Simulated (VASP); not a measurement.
The system is HfN.

```
Hf N
1.0
     3.13391    0.00000    0.00000
    -1.56696    2.71405    0.00000
     0.00000    0.00000    5.41677
Hf N
2 2
Direct
  0.66667 0.33333 0.75000
  0.33333 0.66667 0.25000
  0.00000 0.00000 0.00000
  0.00000 0.00000 0.50000
```

| Property | Result |
| --- | --- |
| Program | VASP 6.6.1 |
| Task | relaxation of cell and atoms |
| Functional | LDA |
| Potentials or basis | VASP PAW LDA potentials, release 64 (Hf_pv, N) |
| Cutoff | 600 eV |
| k mesh | 8 × 8 × 4 |
| Occupations | methfessel-paxton, width 0.1 eV |
| Spin | no spin polarisation |

At the start: pressure -9.8 GPa; volume 11.52 Å³/atom.

Task: Where does the relaxation end?

Result: Over 7 steps the energy falls by 12.6 meV/atom and the volume is 11.12 Å³/atom (-3.4 %); space group P6_3/mmc (No. 194, to 0.05 Å).

Step by step:
```tsv
step	energy change (eV)	largest force (eV/Å)	pressure (GPa)	volume (Å³)
1	0.0000	0.0000	-9.81	46.07
2	0.1545	0.0000	23.64	41.53
3	-0.0505	0.0000	-0.23	44.51
4	-0.0505	0.0000	-0.02	44.48
5	-0.0505	0.0000	0.19	44.45
6	-0.0505	0.0000	-0.31	44.52
7	-0.0505	0.0000	-0.09	44.49
```

Final structure:
```
CELL_PARAMETERS angstrom
3.09689 0.00000 0.00000
-1.54844 2.68198 0.00000
0.00000 0.00000 5.35598
ATOMIC_POSITIONS crystal
Hf 0.66667 0.33333 0.75000
Hf 0.33333 0.66667 0.25000
N 0.00000 0.00000 0.00000
N 0.00000 0.00000 0.50000
```
